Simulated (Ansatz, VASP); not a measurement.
**Cr: VASP beside Ansatz**

```
Cr
1.0
     2.96890    0.00000    0.00000
     0.00000    2.96890    0.00000
     0.00000    0.00000    2.96890
Cr
2
Cartesian
  0.0000 0.0000 0.0000
  1.4844 1.4844 1.4844
```

Alike in both runs: task single point; functional PBE; k mesh 10 × 10 × 10; occupations fermi-dirac, width 0.05 eV; collinear spin.

```csv
,VASP,Ansatz
version,VASP 6.6.1,Ansatz 0.2.0
potentials or method,"VASP PAW PBE potentials, release 64 (Cr_pv)","PAW with Ansatz's default frozen-core files, scalar-relativistic"
plane-wave cutoff (eV),520,420
valence electrons in the cell,24,28
```

|  | VASP | Ansatz | Ansatz less VASP |
| --- | --- | --- | --- |
| pressure (GPa) | -13.1 | -13.4 | -0.29 |
| net moment per atom (μB) | 0.00 | 0.00 | 0.000 |
| size of the moment on the site where the two differ most (μB) | 1.82 | 1.71 | -0.115 |

Site moments also hang on the region over which each program counts them. VASP's potentials hold 24 valence electrons a cell and Ansatz's 28, so a difference there can come from the potentials and not from the codes.
